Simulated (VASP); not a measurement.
Write the native input for VASP 6.6.1 that does the following.

```yaml
Task: single point
Functional: LDA
Potentials_or_basis: VASP PAW LDA potentials, release 64 (Na_pv)
Cutoff: 520 eV
k_mesh: 11 × 11 × 6
Occupations: fermi-dirac, width 0.1 eV
Spin: no spin polarisation
Dipole_correction: no
Further_INCAR_settings: ALGO = Normal; EDIFF = 1e-06; NBANDS = 14
```

The structure of Na lies in POSCAR:

```
Na
1.0
    3.7585820587      0.0000000000      0.0000000000
   -1.8792910294      3.2550275451      0.0000000000
    0.0000000000      0.0000000000      6.1366586216
Na
2
Direct
    0.3333333333      0.6666666667      0.2500000000
    0.6666666667      0.3333333333      0.7500000000
```

This isn't the form of Na at room conditions, which is bcc.

These files were run (other wordings do the same):

INCAR

```
ALGO = Normal
EDIFF = 1E-6
ENCUT = 520
ISIF = 2
ISMEAR = -1
LASPH = T
LCHARG = F
LREAL = F
LWAVE = F
NBANDS = 14
NELM = 60
PREC = Accurate
SIGMA = 0.1
```

KPOINTS

```
k-points
0
Gamma
  11 11 6
```

Potentials or basis: VASP PAW LDA potentials, release 64 (Na_pv).

The run is started by

```console
$ cat potpaw_LDA.64/Na_pv/POTCAR > POTCAR
$ mpirun -np 1 vasp_std > vasp.out
```

Results of the run:

```
Pressure               : -0.8 GPa
Band gap on the k mesh : zero (bands 7 and 8 overlap by 4.02 eV)
```

It took 56 s on 1 thread of Intel Xeon 8259CL, on a shared host, peak memory 0.18 GiB.
